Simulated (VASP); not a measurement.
# Rh (Cmcm) in VASP: further runs, part 2 of 2

VASP 6.6.1. The steps go on from the part before.

## (4) Single point, LDA

This run uses another cell than the first one, of the same volume but with other edges.

INCAR reads:

```
SYSTEM = Rh
PREC = Accurate
ENCUT = 520
EDIFF = 1E-7
ISMEAR = 0
SIGMA = 0.15
LREAL = .FALSE.
LASPH = .TRUE.
NELM = 60
ALGO = Fast
ISIF = 2
LWAVE = .FALSE.
LCHARG = .TRUE.
GGA = CA
LELF = .TRUE.
LVHAR = .TRUE.
NBANDS = 38
```

KPOINTS reads:

```
Automatic mesh
0
G
  18 18 6
  0 0 0
```

POSCAR reads:

```
Rh
1.0
    2.5111086539      0.0000000000      0.0000000000
   -1.2555543270      2.6809594996      0.0000000000
    0.0000000000      0.0000000000      7.7135244811
Rh
4
Direct
    0.0000000000      0.0000000000      0.0000000000
    0.3333333333      0.6666666667      0.2500000000
    0.0000000000      0.0000000000      0.5000000000
    0.6666666667      0.3333333333      0.7500000000
```

The run is started by

```console
cat potpaw_LDA.64/Rh_pv/POTCAR > POTCAR
mpirun -np 1 vasp_std > vasp.out
```

Run time: 8.5 min. Hardware: 1 thread of Oxide Virtual Turin-like, shared host; peak memory 0.5 GiB.

It converged, with:

* Free energy: -32.8302 eV
* Pressure: 26.2 GPa
* Largest force: 1.079 eV/Å
* Band gap on the k mesh: zero (bands 30 and 31 overlap by 2.36 eV)

Forces on the atoms (eV/Å):
```
Rh   0.000  0.000  0.000
Rh   0.000 -1.079  0.000
Rh   0.000  0.000  0.000
Rh   0.000  1.079  0.000
```

Stress tensor (GPa, compression positive):
```
40.21  0.00  0.00
 0.00 -8.58  0.00
 0.00  0.00 46.94
```

Levels at points of the mesh, in eV from the Fermi level:
| k point | band 26 | band 27 | band 28 | band 29 | band 30 | band 31 | band 32 | band 33 | band 34 | band 35 |
| --- | --- | --- | --- | --- | --- | --- | --- | --- | --- | --- |
| (0.00, 0.00, 0.00) | -2.20 | -1.96 | -1.40 | -1.40 | -1.00 | -0.93 | -0.06 | 0.65 | 0.84 | 1.45 |
| (0.50, 0.00, 0.00) | -0.53 | -0.44 | -0.13 | 0.18 | 1.43 | 1.53 | 1.68 | 1.79 | 3.18 | 5.27 |
| (0.00, 0.50, 0.00) | -0.01 | 0.03 | 0.05 | 0.14 | 0.29 | 0.52 | 0.60 | 1.27 | 1.71 | 2.96 |
| (0.00, 0.00, 0.50) | -1.98 | -1.38 | -1.38 | -0.29 | -0.29 | -0.20 | -0.20 | 0.44 | 0.44 | 0.83 |
| (0.50, 0.00, 0.50) | -1.08 | -0.25 | -0.25 | 0.15 | 0.15 | 0.53 | 0.53 | 3.67 | 3.67 | 5.31 |
| (0.00, 0.50, 0.50) | -1.33 | -0.14 | -0.14 | 0.11 | 0.11 | 0.98 | 0.98 | 1.57 | 1.57 | 3.01 |

Caveat: the cell differs from its parent crystal (strain +e along x and -e along y -0.1100, strain +e along z and -e/2 along x and y -0.1100); the cell stands under pressure; forces of over 1 eV/Å act on the atoms, so gaps and moduli don't describe the material at rest.

## (5) Single point, LDA

INCAR reads:

```
SYSTEM = Rh
ALGO = Fast
EDIFF = 1E-7
ENCUT = 520
ISIF = 2
ISMEAR = 0
LASPH = .True.
LCHARG = .True.
LELF = .True.
LREAL = .False.
LVHAR = .True.
LWAVE = .False.
NBANDS = 38
NELM = 80
PREC = Accurate
SIGMA = 0.15
```

KPOINTS reads:

```
k-points
0
Gamma
  18 18 6
  0 0 0
```

POSCAR reads:

```
Rh
1.0
    2.2675709734      0.0000000000      0.0000000000
   -1.1337854867      2.4700496815      0.0000000000
    0.0000000000      0.0000000000      9.3021638489
Rh
4
Direct
    0.0000000000      0.0000000000      0.0000000000
    0.3333333333      0.6666666667      0.2500000000
    0.0000000000      0.0000000000      0.5000000000
    0.6666666667      0.3333333333      0.7500000000
```

Potentials or basis: VASP PAW LDA potentials, release 64 (Rh_pv).

The run is started by

```console
cat potpaw_LDA.64/Rh_pv/POTCAR > POTCAR
mpirun -np 1 vasp_std > vasp.out
```

OUTCAR:

```text
SYSTEM = Rh
   EDIFF = 1E-7
   ENCUT = 520
   ISIF = 2
   ISMEAR = 0
   LASPH = .True.
   LREAL = .False.
   NELM = 80
   PREC = Accurate

 ion  position               nearest neighbor table
   1  0.000  0.000  0.000-   2 2.72   4 2.72   4 2.72   2 2.72   4 2.85   2 2.85
   2  0.333  0.667  0.250-   1 2.72   3 2.72   1 2.72   3 2.72   1 2.85   3 2.85
   3  0.000  0.000  0.500-   2 2.72   4 2.72   4 2.72   2 2.72   4 2.85   2 2.85
   4  0.667  0.333  0.750-   1 2.72   3 2.72   1 2.72   3 2.72   1 2.85   3 2.85

  LATTYP: Found a base centered orthorhombic cell.
 ALAT       =     2.2675709734
 B/A-ratio  =     2.1785864350
 C/A-ratio  =     4.1022591831
[... 1187 lines left out ...]
  -------------------------------------------------------------------------------------
  Total       36.1958845     -2.5888089     -3.6996144      0.0000000      0.0000000      0.0000000
  in kB     1113.0616346    -79.6086042   -113.7670466      0.0000000      0.0000000      0.0000000
  external PRESSURE =     306.5619946 kB  Pullay stress =       0.0000000 kB

 VOLUME and BASIS-vectors are now :
 -----------------------------------------------------------------------------
  energy-cutoff  :      520.00
  volume of cell :       52.10
      direct lattice vectors                 reciprocal lattice vectors
     2.267570973  0.000000000  0.000000000     0.441000530  0.202425078  0.000000000
    -1.133785487  2.470049681  0.000000000     0.000000000  0.404850156  0.000000000
     0.000000000  0.000000000  9.302163849     0.000000000  0.000000000  0.107501869

 POSITION                                       TOTAL-FORCE (eV/Angst)
 -----------------------------------------------------------------------------------
      0.00000      0.00000      0.00000         0.000000      0.000000     -0.000000
     -0.00000      1.64670      2.32554         0.000000     -0.399359     -0.000000
      0.00000      0.00000      4.65108        -0.000000      0.000000     -0.000000
      1.13379      0.82335      6.97662        -0.000000      0.399359      0.000000
 -----------------------------------------------------------------------------------
    total drift:                                0.000000     -0.000000      0.000000

  FREE ENERGIE OF THE ION-ELECTRON SYSTEM (eV)
  ---------------------------------------------------
  free  energy   TOTEN  =       -31.7822002725 eV

  energy  without entropy=      -31.7066466768  energy(sigma->0) =      -31.74442347
```

Wall time 16 min (1 thread of Oxide Virtual Turin-like, shared host); peak memory 0.5 GiB.

What came out:

- Free energy: -31.7822 eV
- Pressure: 30.7 GPa
- Largest force: 0.399 eV/Å
- Band gap on the k mesh: zero (bands 30 and 31 overlap by 2.59 eV)

Forces in eV/Å, atoms in the order of the input:
```
Rh   0.000  0.000  0.000
Rh   0.000 -0.399  0.000
Rh   0.000  0.000  0.000
Rh   0.000  0.399  0.000
```

Stress tensor (GPa, compression positive):
```
111.31   0.00   0.00
  0.00  -7.96   0.00
  0.00   0.00 -11.38
```

Levels at points of the mesh, in eV from the Fermi level:
```
           k point  band 27  band 28  band 29  band 30  band 31  band 32  band 33  band 34
(0.00, 0.00, 0.00)    -0.94    -0.76    -0.72    -0.69    -0.42    -0.05    -0.01     0.39
(0.50, 0.00, 0.00)     0.14     0.16     0.93     0.98     1.63     1.96     2.74     3.65
(0.00, 0.50, 0.00)     0.35     0.75     0.94     1.17     1.20     1.25     1.35     1.36
(0.00, 0.00, 0.50)    -0.86    -0.86    -0.82    -0.82    -0.33    -0.33     0.16     0.16
(0.50, 0.00, 0.50)    -0.44    -0.44     1.03     1.03     1.20     1.20     4.30     4.30
(0.00, 0.50, 0.50)     0.86     0.86     1.21     1.21     1.34     1.34     2.15     2.15
```

Caveat: the cell differs from its parent crystal (strain +e along x and -e along y -0.1100, strain +e along z and -e/2 along x and y +0.0733); the cell stands under pressure.

## (6) Single point, LDA

INCAR reads:

```
SYSTEM = Rh
  PREC = Accurate
  ENCUT = 520
  EDIFF = 1E-6
  ISMEAR = 0
  SIGMA = 0.15
  LREAL = .FALSE.
  LASPH = .TRUE.
  NELM = 80
  ALGO = Fast
  ISIF = 2
  LWAVE = .FALSE.
  LCHARG = .FALSE.
  GGA = CA
  NBANDS = 38
```

KPOINTS reads:

```
Automatic mesh
0
G
  18 18 6
  0 0 0
```

POSCAR reads:

```
Rh
1.0
    2.9494233338      0.0000000000      0.0000000000
   -1.4747116669      2.2169118746      0.0000000000
    0.0000000000      0.0000000000      8.0315990299
Rh
4
Direct
    0.0000000000      0.0000000000      0.0000000000
    0.3333333333      0.6666666667      0.2500000000
    0.0000000000      0.0000000000      0.5000000000
    0.6666666667      0.3333333333      0.7500000000
```

Potentials or basis: VASP PAW LDA potentials, release 64 (Rh_pv).

The run is started by

```console
cat potpaw_LDA.64/Rh_pv/POTCAR > POTCAR
mpirun -np 1 vasp_std > vasp.out
```

OUTCAR:

```text
SYSTEM = Rh
   PREC = Accurate
   ENCUT = 520
   EDIFF = 1E-6
   ISMEAR = 0
   LREAL = .FALSE.
   LASPH = .TRUE.
   NELM = 80
   ISIF = 2
   GGA = CA

 ion  position               nearest neighbor table
   1  0.000  0.000  0.000-   2 2.49   4 2.49   4 2.60   2 2.60   4 2.60   2 2.60
   2  0.333  0.667  0.250-   1 2.49   3 2.49   1 2.60   3 2.60   1 2.60   3 2.60
   3  0.000  0.000  0.500-   2 2.49   4 2.49   4 2.60   2 2.60   4 2.60   2 2.60
   4  0.667  0.333  0.750-   1 2.49   3 2.49   1 2.60   3 2.60   1 2.60   3 2.60

  Warning from LATTYP: Monoclinic adjustment (A1->A3, A2->A1, A3->A2)!
  LATTYP: Found a base centered orthorhombic cell.
 ALAT       =     2.9494233338
 B/A-ratio  =     1.5032849637
 C/A-ratio  =     2.7231082557

  Lattice vectors:

 A1 = (   1.4747116669,  -2.2169118746,   0.0000000000)
 A2 = (   1.4747116669,   2.2169118746,   0.0000000000)
 A3 = (   0.0000000000,   0.0000000000,   8.0315990299)

Analysis of symmetry for initial positions (statically):
=====================================================================
 Subroutine PRICEL returns:
 Original cell was already a primitive cell.

 Routine SETGRP: Setting up the symmetry group for a
 base centered orthorhombic supercell.

 Subroutine GETGRP returns: Found  8 space group operations
 (whereof  4 operations were pure point group operations)
 out of a pool of  8 trial point group operations.

The static configuration has the point symmetry C_2h.
 The point group associated with its full space group is D_2h.

Analysis of symmetry for dynamics (positions and initial velocities):
=====================================================================
 Subroutine PRICEL returns:
 Original cell was already a primitive cell.

 Routine SETGRP: Setting up the symmetry group for a
 base centered orthorhombic supercell.

 Subroutine GETGRP returns: Found  8 space group operations
 (whereof  4 operations were pure point group operations)
 out of a pool of  8 trial point group operations.

The dynamic configuration has the point symmetry C_2h.
 The point group associated with its full space group is D_2h.
[... 125 lines left out ...]
  Fermi-wavevector in a.u.,A,eV,Ry     =   1.711444  3.234160 39.852023  2.929041
  Thomas-Fermi vector in A             =   2.789557
   LORBIT       =      0    0 simple, 1 ext, 2 COOP (PROOUT), +10 PAW based schemes
   GGA     = CA    functional components
   LHFCALC =     F    Hartree Fock is set to
   AEXX    =    0.0000 exact exchange contribution
   IVDW    =     0    specifies the selected vdW correction
   LEPSILON=     F    determine dielectric tensor
   LRPA    =     F    only Hartree local field effects (RPA)
 non-spin polarized calculation
 RMM-DIIS sequential band-by-band and
 Gauss-broadening in eV      SIGMA  =   0.15
  energy-cutoff  :      520.00
  volume of cell :       52.52
 maximum number of plane-waves:      1452
 NGX is ok and might be reduce to    24

 number of electron      59.9999994 magnetization

 Free energy of the ion-electron system (eV)
  ---------------------------------------------------
  ext. energy  EPLUGINS =         0.00000000
  ---------------------------------------------------
  free energy    TOTEN  =       -33.89814611 eV

  energy without entropy =      -33.83158582  energy(sigma->0) =      -33.86486596

 E-fermi :  12.5787     XC(G=0): -14.6236

 val. band max:       12.5783744576   @ k =   0.0556  -0.0000   0.3333
 cond. band min:      12.5795704081   @ k =  -0.3333   0.1111   0.3333
 fundamental gap:      0.0011959505
 Fermi energy:        12.5787447664

 k-point     1 :       0.0000    0.0000    0.0000
  band No.  band energies     occupation
      1     -34.7411      2.00000
      2     -34.2327      2.00000
      3     -34.1780      2.00000
      4     -33.7941      2.00000
      5     -33.7920      2.00000
      6     -33.7376      2.00000
[... 973 lines left out ...]
     37      22.9913      0.00000
     38      24.7170      0.00000

 [... further k-points ...]

------------------------ aborting loop because EDIFF is reached ----------------------------------------

  FORCE on cell =-STRESS in cart. coord.  units (eV):
  Direction    XX          YY          ZZ          XY          YZ          ZX
  --------------------------------------------------------------------------------------
  -------------------------------------------------------------------------------------
  Total       -2.6255289      3.9940665     10.0251250      0.0000000     -0.0000000      0.0000000
  in kB      -80.1013469    121.8535852    305.8530514      0.0000000     -0.0000000      0.0000000
  external PRESSURE =     115.8684299 kB  Pullay stress =       0.0000000 kB

 VOLUME and BASIS-vectors are now :
 -----------------------------------------------------------------------------
  energy-cutoff  :      520.00
  volume of cell :       52.52
      direct lattice vectors                 reciprocal lattice vectors
     2.949423334  0.000000000  0.000000000     0.339049328  0.225538961  0.000000000
    -1.474711667  2.216911875  0.000000000     0.000000000  0.451077921  0.000000000
     0.000000000  0.000000000  8.031599030     0.000000000  0.000000000  0.124508208

 POSITION                                       TOTAL-FORCE (eV/Angst)
 -----------------------------------------------------------------------------------
      0.00000      0.00000      0.00000         0.000000      0.000000      0.000000
     -0.00000      1.47794      2.00790         0.000000      0.774856     -0.000000
      0.00000      0.00000      4.01580         0.000000      0.000000      0.000000
      1.47471      0.73897      6.02370         0.000000     -0.774856      0.000000
 -----------------------------------------------------------------------------------
    total drift:                               -0.000000      0.000000     -0.000000

  FREE ENERGIE OF THE ION-ELECTRON SYSTEM (eV)
  ---------------------------------------------------
  free  energy   TOTEN  =       -33.8981461083 eV

  energy  without entropy=      -33.8315858181  energy(sigma->0) =      -33.86486596
```

OSZICAR:

```text
N       E                     dE             d eps       ncg     rms          rms(c)
DAV:   1     0.780244399052E+03    0.78024E+03   -0.36509E+04 28056   0.185E+03
DAV:   2    -0.970391592448E+01   -0.78995E+03   -0.76762E+03 28822   0.580E+02
DAV:   3    -0.357005997350E+02   -0.25997E+02   -0.25328E+02 30578   0.115E+02
DAV:   4    -0.359535120080E+02   -0.25291E+00   -0.25269E+00 30580   0.115E+01
DAV:   5    -0.359578052666E+02   -0.42933E-02   -0.42932E-02 30936   0.152E+00    0.248E+01
RMM:   6    -0.340074809579E+02    0.19503E+01   -0.53742E+00 27861   0.154E+01    0.937E+00
RMM:   7    -0.340756128085E+02   -0.68132E-01   -0.69069E-01 28430   0.438E+00    0.507E+00
RMM:   8    -0.339244212477E+02    0.15119E+00   -0.28418E-01 28365   0.325E+00    0.283E+00
RMM:   9    -0.338992397954E+02    0.25181E-01   -0.53593E-02 28984   0.185E+00    0.562E-01
RMM:  10    -0.338980685722E+02    0.11712E-02   -0.37899E-03 30263   0.468E-01    0.730E-02
RMM:  11    -0.338981360378E+02   -0.67466E-04   -0.58296E-04 34481   0.179E-01    0.184E-02
RMM:  12    -0.338981449399E+02   -0.89021E-05   -0.10928E-04 38332   0.723E-02    0.170E-02
RMM:  13    -0.338981456161E+02   -0.67627E-06   -0.17543E-05 31214   0.370E-02    0.538E-03
RMM:  14    -0.338981461083E+02   -0.49215E-06   -0.53241E-06 23610   0.195E-02
   1 F= -.33898146E+02 E0= -.33864866E+02  d E =-.665603E-01
```

Run time: 16 min. Hardware: 1 thread of Oxide Virtual Turin-like, shared host; peak memory 0.51 GiB.

What came out:

```
Free energy            : -33.8981 eV
Pressure               : 11.6 GPa
Largest force          : 0.775 eV/Å
Band gap on the k mesh : zero (bands 30 and 31 overlap by 2.17 eV)
```

Forces in eV/Å, atoms in the order of the input:
```
Rh   0.000  0.000  0.000
Rh   0.000  0.775  0.000
Rh   0.000  0.000  0.000
Rh   0.000 -0.775  0.000
```

Stress tensor (GPa, compression positive):
```
-8.01  0.00  0.00
 0.00 12.19  0.00
 0.00  0.00 30.59
```

Levels at points of the mesh, in eV from the Fermi level:
```csv
k point,band 27,band 28,band 29,band 30,band 31,band 32,band 33,band 34
"(0.00, 0.00, 0.00)",-1.79,-1.78,-1.50,-1.25,-1.18,-0.43,0.23,0.58
"(0.50, 0.00, 0.00)",-0.19,-0.09,0.23,0.70,1.02,1.11,1.27,1.91
"(0.00, 0.50, 0.00)",0.63,0.67,0.85,0.99,1.05,1.24,1.90,3.26
"(0.00, 0.00, 0.50)",-1.63,-1.63,-0.67,-0.67,-0.33,-0.33,-0.01,-0.01
"(0.50, 0.00, 0.50)",-0.16,-0.16,-0.04,-0.04,0.54,0.54,2.62,2.62
"(0.00, 0.50, 0.50)",-0.33,-0.33,0.53,0.53,0.94,0.94,3.58,3.58
```

Caveat: the cell differs from its parent crystal (strain +e along x and -e along y +0.0733, strain +e along z and -e/2 along x and y -0.0733); the cell stands under pressure.

## (7) The runs side by side

```csv
cell,further INCAR settings,gap on the mesh (eV),pressure (GPa),largest force (eV/Å)
"a = 2.803, b = 2.378, c = 9.620 Å, angles 90.0, 90.0, 126.1°, 4 atoms",ALGO = Fast; EDIFF = 1e-07; NBANDS = 38,none,34.1,0.22
"a = 3.096, b = 2.669, c = 7.714 Å, angles 90.0, 90.0, 125.4°, 4 atoms",ALGO = Fast; EDIFF = 1e-06; NBANDS = 38,none,22.4,1.67
"a = 2.511, b = 2.960, c = 7.714 Å, angles 90.0, 90.0, 115.1°, 4 atoms",ALGO = Fast; EDIFF = 1e-07; NBANDS = 38,none,26.2,1.08
"a = 2.268, b = 2.718, c = 9.302 Å, angles 90.0, 90.0, 114.7°, 4 atoms",ALGO = Fast; EDIFF = 1e-07; NBANDS = 38,none,30.7,0.40
"a = 2.949, b = 2.663, c = 8.032 Å, angles 90.0, 90.0, 123.6°, 4 atoms",ALGO = Fast; EDIFF = 1e-06; NBANDS = 38,none,11.6,0.77
```

Alike in all rows: task single point; level LDA; potentials or basis VASP PAW LDA potentials, release 64 (Rh_pv); no spin polarisation; k mesh 18 × 18 × 6; cutoff (eV) 520; smearing gaussian 0.15 eV.

Caveats: the cell stands under pressure; forces of over 1 eV/Å act on the atoms, so gaps and moduli don't describe the material at rest (at least some runs).

Absolute energies hang on the potentials; compare differences alone.
